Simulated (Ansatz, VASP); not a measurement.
B in VASP and in Ansatz

```
B
1.0
     2.67386   -4.04642   -0.00251
     2.67386    4.04642   -0.00251
    -1.03333    0.00000    4.65578
B
12
Direct
  0.86062 0.45279 0.85327
  0.54721 0.13938 0.64673
  0.13938 0.54721 0.14673
  0.45279 0.86062 0.35327
  0.22037 0.45525 0.79928
  0.54475 0.77963 0.70072
  0.77963 0.54475 0.20072
  0.45525 0.22037 0.29928
  0.45856 0.28592 0.95807
  0.71408 0.54144 0.54193
  0.54144 0.71408 0.04193
  0.28592 0.45856 0.45807
```

Alike in both runs: functional PBE; k mesh 8 × 8 × 8; occupations gaussian, width 0.1 eV; no spin polarisation.

Ansatz relaxed the structure, and its values are those at the end. VASP's run is a single point on that final structure, the one shown.

```csv
,VASP,Ansatz
version,VASP 6.6.1,Ansatz 0.2.0
potentials or method,"VASP PAW PBE potentials, release 64 (B), cutoff 520 eV","scalar-relativistic, plane waves, PAW"
valence electrons in the cell,36,36
```

|  | VASP | Ansatz | Ansatz less VASP |
| --- | --- | --- | --- |
| gap on the k mesh at the Fermi level (eV) | none | none | - |
| pressure (GPa) | 0.0 | 0.0 | -0.01 |
| rms of the force components (eV/Å) | 0.004 | 0.001 | -0.0032 |

A gap of «none» marks a metal or a gap that the smearing closes.
